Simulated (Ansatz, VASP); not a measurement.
**One calculation of ZnSe, two programs**

File INCAR:

```
ALGO = Normal
EDIFF = 1E-7
ENCUT = 520
GGA = PS
ISIF = 2
ISMEAR = 0
LASPH = T
LCHARG = F
LREAL = F
LWAVE = F
NBANDS = 16
NELM = 80
PREC = Accurate
SIGMA = 0.01
```

KPOINTS

```
k-points
0
Gamma
  6 6 6
```

The input POSCAR:

```
ZnSe
1.0
    0.0000000000      2.8099854287      2.8099854287
    2.8099854287      0.0000000000      2.8099854287
    2.8099854287      2.8099854287      0.0000000000
Zn Se
1 1
Direct
    0.0000000000      0.0000000000      0.0000000000
    0.2500000000      0.2500000000      0.2500000000
```

Input for Ansatz:

```yaml
crystal:
  lattice:
    - [0.0, 2.80998542871039, 2.80998542871039]
    - [2.80998542871039, 0.0, 2.80998542871039]
    - [2.80998542871039, 2.80998542871039, 0.0]
  atoms:
    - { symbol: Zn, position: [0.0, 0.0, 0.0] }
    - { symbol: Se, position: [0.25, 0.25, 0.25] }
basis:
  ecutwfc: 517.016338673772
kpoints:
  mp_grid:
    grid: [6, 6, 6]
hamiltonian:
  xc: pbesol
scf:
  occupations:
    method: fixed
output:
  stress: true
```

Alike in both runs: task single point; functional PBEsol; k mesh 6 × 6 × 6; no spin polarisation.

|  | VASP | Ansatz |
| --- | --- | --- |
| version | VASP 6.6.1 | Ansatz 0.2.0 |
| potentials or method | VASP PAW PBE potentials, release 64 (Zn, Se), cutoff 520 eV | plane waves, PAW |
| occupations | gaussian, width 0.01 eV | fixed |
| valence electrons in the cell | 18 | 28 |

Ansatz gave:

- pressure (GPa): 0.5

Question: What did VASP give for the same quantities?

Answer: Pressure (GPa): 0.8.

VASP's potentials were made for PBE, not for PBEsol. VASP's potentials hold 18 valence electrons a cell and Ansatz's 28, so a difference there can come from the potentials and not from the codes.
